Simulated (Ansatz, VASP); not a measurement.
**One calculation of SnO, two programs**

```
Sn O
1.0
     3.86817    0.00000    0.00000
     0.00000    3.86817    0.00000
     0.00000    0.00000    5.06728
Sn O
2 2
Cartesian
  0.0000 1.9341 1.1591
  1.9341 0.0000 3.9082
  0.0000 0.0000 0.0900
  1.9341 1.9341 -0.0900
```

Change from the starting cell: mode 9 (326.6 1/cm) frozen in, largest displacement +0.090 Å.

Alike in both runs: task single point; functional PBE; k mesh 10 × 10 × 8; occupations gaussian, width 0.05 eV; no spin polarisation.

|  | VASP | Ansatz |
| --- | --- | --- |
| version | VASP 6.6.1 | Ansatz 0.2.0 |
| potentials or method | VASP PAW PBE potentials, release 64 (Sn_d, O), cutoff 520 eV | scalar-relativistic, plane waves, PAW |
| valence electrons in the cell | 40 | 40 |

```csv
,VASP,Ansatz,Ansatz less VASP
gap on the k mesh at the Fermi level (eV),0.49,0.48,-0.006
least direct gap on the mesh (eV),1.93,1.96,+0.029
pressure (GPa),0.4,0.2,-0.18
"traceless stress, the component that is largest in VASP (GPa)",2.38,2.27,-0.106
rms of the force components (eV/Å),0.245,0.233,-0.0115
```

Atom by atom the forces differ by 0.032 eV/Å (rms over components).
